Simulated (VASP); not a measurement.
# FeCo (Pm-3m) in VASP: single point with r2SCAN

Aim: the single point of FeCo with r2SCAN.

Everything below comes from runs of VASP 6.6.1. Logs are shortened: lines on timing, memory, paths and dates and some standing lists are left out, and cuts for length are marked.

### Step 1. The cell of the first run

The structure is cubic, space group Pm-3m (No. 221). The conventional cell has a = 2.876 Å, b = 2.876 Å, c = 2.876 Å, α = 90.00°, β = 90.00°, γ = 90.00°. Within 3.3 Å of Fe (site symmetry m-3m) lie 8 Co at 2.49 Å and 6 Fe at 2.88 Å. Co (site symmetry m-3m) has 8 Fe at 2.49 Å and 6 Co at 2.88 Å within 3.3 Å.

### Step 2. Single point, r2SCAN, collinear spin, ferromagnetic start (11.90 Å³/atom)

File POSCAR:

```
FeCo
1.0
    2.8764386885      0.0000000000      0.0000000000
    0.0000000000      2.8764386885      0.0000000000
    0.0000000000      0.0000000000      2.8764386885
Fe Co
1 1
Direct
    0.5000000000      0.5000000000      0.5000000000
    0.0000000000      0.0000000000      0.0000000000
```

File INCAR.step1:

```
SYSTEM = FeCo
  PREC = Accurate
  ENCUT = 660
  ISMEAR = 0
  SIGMA = 0.05
  LREAL = .False.
  LASPH = .True.
  NELM = 200
  ISPIN = 2
  MAGMOM = 3.44 2.17
  LMAXMIX = 4
  NBANDS = 20
  GGA = PE
  ALGO = Normal
  EDIFF = 1E-5
  LWAVE = .True.
  LCHARG = .False.
  GGA_COMPAT = .False.
```

File INCAR.step2:

```
SYSTEM = FeCo
  PREC = Accurate
  ENCUT = 660
  EDIFF = 1E-6
  ISMEAR = 0
  SIGMA = 0.05
  LREAL = .False.
  LASPH = .True.
  NELM = 200
  ALGO = Normal
  ISIF = 2
  LWAVE = .False.
  LCHARG = .True.
  ISPIN = 2
  MAGMOM = 3.44 2.17
  LORBIT = 11
  LMAXMIX = 4
  METAGGA = R2SCAN
  LMIXTAU = .True.
  LELF = .True.
  LVHAR = .True.
  NBANDS = 20
  ISTART = 1
  GGA_COMPAT = .False.
```

File KPOINTS:

```
regular mesh
0
Gamma
  16 16 16
  0 0 0
```

Potentials or basis: VASP PAW PBE potentials, release 64 (Fe, Co).

Command:

```console
> cat potpaw_PBE.64/Fe/POTCAR potpaw_PBE.64/Co/POTCAR > POTCAR
> cp INCAR.step1 INCAR
> mpirun -np 1 vasp_std > vasp.out
> cp INCAR.step2 INCAR
> mpirun -np 1 vasp_std > vasp.out
```

OUTCAR:

```text
SYSTEM = FeCo
   PREC = Accurate
   ENCUT = 660
   EDIFF = 1E-6
   ISMEAR = 0
   LREAL = .False.
   LASPH = .True.
   NELM = 200
   ISIF = 2
   ISPIN = 2
   LORBIT = 11
   METAGGA = R2SCAN
   ISTART = 1

 ion  position               nearest neighbor table
   1  0.500  0.500  0.500-   2 2.49   2 2.49   2 2.49   2 2.49   2 2.49   2 2.49   2 2.49   2 2.49

   2  0.000  0.000  0.000-   1 2.49   1 2.49   1 2.49   1 2.49   1 2.49   1 2.49   1 2.49   1 2.49

  LATTYP: Found a simple cubic cell.
 ALAT       =     2.8764386885

  Lattice vectors:

 A1 = (   2.8764386885,   0.0000000000,   0.0000000000)
 A2 = (   0.0000000000,   2.8764386885,   0.0000000000)
 A3 = (   0.0000000000,   0.0000000000,   2.8764386885)

Analysis of symmetry for initial positions (statically):
=====================================================================
 Subroutine PRICEL returns:
 Original cell was already a primitive cell.

 Routine SETGRP: Setting up the symmetry group for a
 simple cubic supercell.

 Subroutine GETGRP returns: Found 48 space group operations
 (whereof 48 operations were pure point group operations)
 out of a pool of 48 trial point group operations.

The static configuration has the point symmetry O_h .

Analysis of symmetry for dynamics (positions and initial velocities):
=====================================================================
 Subroutine PRICEL returns:
 Original cell was already a primitive cell.

 Routine SETGRP: Setting up the symmetry group for a
 simple cubic supercell.

 Subroutine GETGRP returns: Found 48 space group operations
 (whereof 48 operations were pure point group operations)
 out of a pool of 48 trial point group operations.

The dynamic configuration has the point symmetry O_h .

Analysis of structural, dynamic, and magnetic symmetry:
=====================================================================
 Subroutine PRICEL returns:
 Original cell was already a primitive cell.

 Routine SETGRP: Setting up the symmetry group for a
 simple cubic supercell.

 Subroutine GETGRP returns: Found 48 space group operations
 (whereof 48 operations were pure point group operations)
 out of a pool of 48 trial point group operations.

The overall configuration has the point symmetry O_h .

 Subroutine INISYM returns: Found 48 space group operations
 (whereof 48 operations are pure point group operations),
 and found     1 'primitive' translations

----------------------------------------------------------------------------------------

                                     Primitive cell

  volume of cell :      23.7994

  direct lattice vectors                    reciprocal lattice vectors
     2.876438688  0.000000000  0.000000000     0.347652117  0.000000000  0.000000000
     0.000000000  2.876438688  0.000000000     0.000000000  0.347652117  0.000000000
     0.000000000  0.000000000  2.876438688     0.000000000  0.000000000  0.347652117

  length of vectors
     2.876438688  2.876438688  2.876438688     0.347652117  0.347652117  0.347652117

  position of ions in fractional coordinates (direct lattice)
     0.500000000  0.500000000  0.500000000
     0.000000000  0.000000000  0.000000000

  ion indices of the primitive-cell ions
   primitive index   ion index
                 1           1
                 2           2

----------------------------------------------------------------------------------------

 KPOINTS: regular mesh

Automatic generation of k-mesh.
 Grid dimensions read from file:
 generate k-points for:   16   16   16

 Generating k-lattice:

  Cartesian coordinates                     Fractional coordinates (reciprocal lattice)
     0.021728257  0.000000000  0.000000000     0.062500000  0.000000000  0.000000000
     0.000000000  0.021728257  0.000000000     0.000000000  0.062500000  0.000000000
     0.000000000  0.000000000  0.021728257     0.000000000  0.000000000  0.062500000

  Length of vectors
     0.021728257  0.021728257  0.021728257

  Shift w.r.t. Gamma in fractional coordinates (k-lattice)
     0.000000000  0.000000000  0.000000000

 Subroutine IBZKPT returns following result:
 ===========================================

 Found    165 irreducible k-points:

 Following reciprocal coordinates:
            Coordinates               Weight
  0.000000  0.000000  0.000000      1.000000
  0.062500  0.000000  0.000000      6.000000
  0.125000  0.000000  0.000000      6.000000
  0.187500  0.000000  0.000000      6.000000
  0.250000  0.000000  0.000000      6.000000
  0.312500  0.000000  0.000000      6.000000
[... 16 lines left out ...]
  0.437500  0.125000  0.000000     24.000000
  0.500000  0.125000  0.000000     12.000000
 [... further k-points ...]
   k-points           NKPTS =    165   k-points in BZ     NKDIM =    165   number of bands    NBANDS=     20
   number of dos      NEDOS =    301   number of ions     NIONS =      2
   total plane-waves  NPLWV =  13824
   dimension x,y,z NGX =    24 NGY =   24 NGZ =   24
   dimension x,y,z NGXF=    48 NGYF=   48 NGZF=   48
   ions per type =               1   1
   NGX,Y,Z   is equivalent  to a cutoff of  13.87, 13.87, 13.87 a.u.
   NGXF,Y,Z  is equivalent  to a cutoff of  27.74, 27.74, 27.74 a.u.
 SYSTEM =  FeCo
   PREC   = accura    normal or accurate (medium, high low for compatibility)
   ISTART =      1    job   : 0-new  1-cont  2-samecut
   ICHARG =      0    charge: 1-file 2-atom 10-const
   ISPIN  =      2    spin polarized calculation?
   LNONCOLLINEAR =      F non collinear calculations
   LSORBIT =      F    spin-orbit coupling
   LASPH  =      T    aspherical Exc in radial PAW
   ENCUT  =  660.0 eV  48.51 Ry    6.96 a.u.   6.03  6.03  6.03*2*pi/ulx,y,z
   NELM   =    200;   NELMIN=  2; NELMDL=  0     # of ELM steps
   EDIFF  = 0.1E-05   stopping-criterion for ELM
   LREAL  =      F    real-space projection
   EDIFFG = 0.1E-04   stopping-criterion for IOM
   NSW    =      0    number of steps for IOM
   IBRION =     -1    ionic relax: 0-MD 1-quasi-New 2-CG
   NFREE  =      0    steps in history (QN), initial steepest desc. (CG)
   ISIF   =      2    stress and relaxation
   ISYM   =      2    0-nonsym 1-usesym 2-fastsym
   POTIM  = 0.5000    time-step for ionic-motion
   TEBEG  =    0.0;   TEEND  =   0.0 temperature during run
   PSTRESS=    0.0 pullay stress
   NELECT =      17.0000    total number of electrons
   NUPDOWN=      -1.0000    fix difference up-down
   EMIN   =  10.00;   EMAX   =-10.00  energy-range for DOS
   EFERMI =   0.00;   METHOD = LEGACY
   ISMEAR =     0;   SIGMA  =   0.05  broadening in eV -4-tet -1-fermi 0-gaus
   EFERMI_NEDOS =   21; number of points for ismear=-14 and -15
   IALGO  =     38    algorithm
   IMIX   =      4    mixing-type and parameters
     AMIX     =   0.40;   BMIX     =  1.00
     AMIX_MAG =   1.60;   BMIX_MAG =  1.00
  volume/ion in A,a.u.               =      11.90        80.30
  Fermi-wavevector in a.u.,A,eV,Ry     =   1.463421  2.765465 29.138260  2.141602
  Thomas-Fermi vector in A             =   2.579518
   LORBIT       =     11    0 simple, 1 ext, 2 COOP (PROOUT), +10 PAW based schemes
   METAGGA = R2SCAN    functional components
   LHFCALC =     F    Hartree Fock is set to
   AEXX    =    0.0000 exact exchange contribution
   IVDW    =     0    specifies the selected vdW correction
   LEPSILON=     F    determine dielectric tensor
   LRPA    =     F    only Hartree local field effects (RPA)
 spin polarized calculation
 Gauss-broadening in eV      SIGMA  =   0.05
  energy-cutoff  :      660.00
  volume of cell :       23.80
 maximum number of plane-waves:       936
   NGX = 13   NGY = 13   NGZ = 13

 number of electron      16.9999994 magnetization       4.8593205

 Free energy of the ion-electron system (eV)
  ---------------------------------------------------
  ext. energy  EPLUGINS =         0.00000000
  ---------------------------------------------------
  free energy    TOTEN  =       -27.99954510 eV

  energy without entropy =      -27.99885002  energy(sigma->0) =      -27.99919756

 E-fermi :   7.8413     XC(G=0): -14.0122

 val. band max:        7.8373051868   @ k =   0.5000   0.1250   0.1250
 cond. band min:       7.8483246226   @ k =   0.3750   0.1250   0.0000
 fundamental gap:      0.0110194358
 Fermi energy:         7.8412584569

 spin component 1

 k-point     1 :       0.0000    0.0000    0.0000
  band No.  band energies     occupation
      1      -1.4600      1.00000
      2       1.7011      1.00000
      3       1.7012      1.00000
      4       3.8731      1.00000
      5       3.8731      1.00000
      6       3.8731      1.00000
[... 12 lines left out ...]
     19      32.7477      0.00000
     20      32.7477      0.00000

 k-point     2 :       0.0625    0.0000    0.0000
  band No.  band energies     occupation
      1      -1.3799      1.00000
      2       1.7306      1.00000
      3       1.7340      1.00000
      4       3.8721      1.00000
      5       3.8721      1.00000
      6       3.8915      1.00000
[... 12 lines left out ...]
     19      32.6130      0.00000
     20      32.6130      0.00000
[... 465 lines left out ...]
      3       2.9723      1.00000
      4       3.5279      1.00000
      5       3.7330      1.00000
      6       4.0903      1.00000
[... 12 lines left out ...]
     19      28.5193      0.00000
     20      30.4610      0.00000

 k-point    24 :       0.5000    0.1250    0.0000
  band No.  band energies     occupation
      1       2.1187      1.00000
      2       2.2094      1.00000
      3       3.1146      1.00000
      4       3.4092      1.00000
      5       3.7720      1.00000
      6       4.0182      1.00000
[... 12 lines left out ...]
     19      29.2710      0.00000
     20      29.5671      0.00000

 [... further k-points ...]

 spin component 2

 k-point     1 :       0.0000    0.0000    0.0000
  band No.  band energies     occupation
      1      -1.9587      1.00000
      2       4.5815      1.00000
      3       4.5819      1.00000
      4       6.6290      1.00000
      5       6.6293      1.00000
      6       6.6293      1.00000
[... 12 lines left out ...]
     19      32.6339      0.00000
     20      32.6339      0.00000

 k-point     2 :       0.0625    0.0000    0.0000
  band No.  band energies     occupation
      1      -1.8762      1.00000
      2       4.5979      1.00000
      3       4.6240      1.00000
      4       6.6220      1.00000
      5       6.6223      1.00000
      6       6.6490      1.00000
[... 12 lines left out ...]
     19      32.5558      0.00000
     20      32.5558      0.00000
[... 465 lines left out ...]
      3       6.0718      1.00000
      4       6.3133      1.00000
      5       6.4729      1.00000
      6       6.7518      1.00000
[... 12 lines left out ...]
     19      29.4392      0.00000
     20      31.4607      0.00000

 k-point    24 :       0.5000    0.1250    0.0000
  band No.  band energies     occupation
      1       2.6461      1.00000
      2       2.7798      1.00000
      3       6.1692      1.00000
      4       6.3297      1.00000
      5       6.4991      1.00000
      6       6.6989      1.00000
[... 12 lines left out ...]
     19      30.1142      0.00000
     20      30.6299      0.00000

 [... further k-points ...]

------------------------ aborting loop because EDIFF is reached ----------------------------------------

  FORCE on cell =-STRESS in cart. coord.  units (eV):
  Direction    XX          YY          ZZ          XY          YZ          ZX
  --------------------------------------------------------------------------------------
  -------------------------------------------------------------------------------------
  Total       -1.1262535     -1.1262535     -1.1262535      0.0000000     -0.0000000      0.0000000
  in kB      -75.8195781    -75.8195781    -75.8195781      0.0000000     -0.0000000      0.0000000
  external PRESSURE =     -75.8195781 kB  Pullay stress =       0.0000000 kB

 VOLUME and BASIS-vectors are now :
 -----------------------------------------------------------------------------
  energy-cutoff  :      660.00
  volume of cell :       23.80
      direct lattice vectors                 reciprocal lattice vectors
     2.876438688  0.000000000  0.000000000     0.347652117  0.000000000  0.000000000
     0.000000000  2.876438688  0.000000000     0.000000000  0.347652117  0.000000000
     0.000000000  0.000000000  2.876438688     0.000000000  0.000000000  0.347652117

 POSITION                                       TOTAL-FORCE (eV/Angst)
 -----------------------------------------------------------------------------------
      1.43822      1.43822      1.43822         0.000000      0.000000      0.000000
      0.00000      0.00000      0.00000         0.000000      0.000000      0.000000
 -----------------------------------------------------------------------------------
    total drift:                                0.000000      0.000000     -0.000000

  FREE ENERGIE OF THE ION-ELECTRON SYSTEM (eV)
  ---------------------------------------------------
  free  energy   TOTEN  =       -27.9995450954 eV

  energy  without entropy=      -27.9988500166  energy(sigma->0) =      -27.99919756

 total charge

# of ion       s       p       d       tot
------------------------------------------
    1        0.472   0.546   6.050   7.068
    2        0.492   0.531   7.192   8.215
--------------------------------------------------
tot          0.964   1.077  13.242  15.282

 magnetization (x)

# of ion       s       p       d       tot
------------------------------------------
    1        0.015  -0.067   3.139   3.087
    2       -0.008  -0.084   1.992   1.900
--------------------------------------------------
tot          0.007  -0.152   5.131   4.987
```

Wall time 3.5 min (1 thread of Intel Xeon 6975P-C (Granite Rapids), shared host); peak memory 0.29 GiB.

What came out:

| Item | Value |
| --- | --- |
| Free energy | -27.9995 eV |
| Pressure | -7.6 GPa |
| Net moment | 4.86 μB per cell |
| Site moments | Fe +3.09; Co +1.90 μB |
| Valence electrons inside the program's atomic spheres | Fe 7.07; Co 8.21 |

Caveat: the cell stands under tension; the PAW data sets were made with another functional, which shifts forces and pressure a little.
